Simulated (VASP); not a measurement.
A run of VASP 6.6.1 is set up as follows.

The input INCAR:

```
  PREC = Accurate
  ENCUT = 520
  EDIFF = 1E-6
  ISMEAR = 0
  SIGMA = 0.01
  LREAL = F
  LASPH = T
  NELM = 60
  ALGO = Normal
  ISIF = 2
  LWAVE = F
  LCHARG = F
  GGA = CA
  NBANDS = 36
```

The input KPOINTS:

```
Automatic mesh
0
Gamma
  18 18 2
```

File POSCAR:

```
C
1.0
    2.4448076995      0.0000000000      0.0000000000
   -1.2224038498      2.1172655752      0.0000000000
    0.0000000000      0.0000000000     20.5198371635
C
12
Direct
    0.0000000000      0.0000000000      0.9196873279
    0.3333333333      0.6666666667      0.9196612247
    0.0000000000      0.0000000000      0.7470054420
    0.3333333333      0.6666666667      0.7469793388
    0.6666666667      0.3333333333      0.2530206612
    0.0000000000      0.0000000000      0.2529945580
    0.6666666667      0.3333333333      0.0803387753
    0.0000000000      0.0000000000      0.0803126721
    0.3333333333      0.6666666667      0.5863539946
    0.6666666667      0.3333333333      0.5863278913
    0.3333333333      0.6666666667      0.4136721087
    0.6666666667      0.3333333333      0.4136460054
```

Potentials or basis: VASP PAW LDA potentials, release 64 (C).

The run is started by

```bash
$ cat potpaw_LDA.64/C/POTCAR > POTCAR
$ mpirun -np 1 vasp_std > vasp.out
```

Q: Estimate the pressure.

A: 0.8 GPa.

Stress tensor (GPa, compression positive):
```
1.21 0.00 0.00
0.00 1.21 0.00
0.00 0.00 0.11
```

Caveat: the cell differs from its parent crystal (strain along c alone, the other axes held: -1.0 %, then relaxed in part).
